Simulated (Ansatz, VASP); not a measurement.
## Cu36B: VASP beside Ansatz

```xyz
37
Lattice="0.0000 5.4455 5.4455 5.4455 0.0000 5.4455 7.2607 7.2607 0.0000" Properties=species:S:1:pos:R:3 pbc="T T T"
Cu    0.0015    0.0058    0.0041
Cu    1.8262    1.8300    0.0136
Cu    3.6209    3.6241    0.0001
Cu    5.4449    5.4485    0.0094
Cu    1.7657    0.0117    1.8573
Cu    3.6161    1.8145    1.8509
Cu    5.4441    3.6264    1.8054
Cu    7.2907    5.4632    1.7985
Cu    3.6010   -0.0091    3.6604
Cu    5.4481    1.8276    3.6536
Cu    7.2758    3.6401    3.6085
Cu    9.1263    5.4424    3.6019
Cu    0.0075    1.7699    1.8573
Cu    1.8087    3.6212    1.8507
Cu    3.6232    5.4469    1.8054
Cu    5.4595    7.2940    1.7987
Cu    1.8079    1.8125    3.6318
Cu    3.6283    3.6329    3.6615
Cu    5.4537    5.4564    3.4844
Cu    7.2578    7.2612    3.6465
Cu    3.6151    1.8074    5.4538
Cu    5.4463    3.5023    5.5212
Cu    7.3935    5.4479    5.3830
Cu    9.0883    7.2797    5.4509
Cu   -0.0137    3.6058    3.6603
Cu    1.8233    5.4526    3.6536
Cu    3.6374    7.2784    3.6088
Cu    5.4388    9.1290    3.6024
Cu    1.8034    3.6199    5.4536
Cu    3.4993    5.4513    5.5223
Cu    5.4453    7.3958    5.3844
Cu    7.2762    9.0919    5.4506
Cu    3.6339    3.6376    7.2586
Cu    5.4380    5.4440    7.4192
Cu    7.2639    7.2668    7.2433
Cu    9.0836    9.0870    7.2729
B     5.4467    5.4487    5.4515
```

Alike in both runs: functional PBE; k mesh 1 × 1 × 1; occupations methfessel-paxton of order 1, width 0.1 eV; no spin polarisation.

Ansatz relaxed the structure, and its values are those at the end. VASP's run is a single point on that final structure, the one shown.

```csv
,VASP,Ansatz
version,VASP 6.6.1,Ansatz 0.2.0
potentials or method,"VASP PAW PBE potentials, release 64 (Cu, B), cutoff 520 eV",plane-wave PAW DFT
valence electrons in the cell,399,687
```

Ansatz gave:

```
rms of the force components (eV/Å) : 0.003
```

Task: What did VASP give for the same quantities?

Result: rms of the force components (eV/Å): 0.006.

VASP's potentials hold 399 valence electrons a cell and Ansatz's 687, so a difference there can come from the potentials and not from the codes.
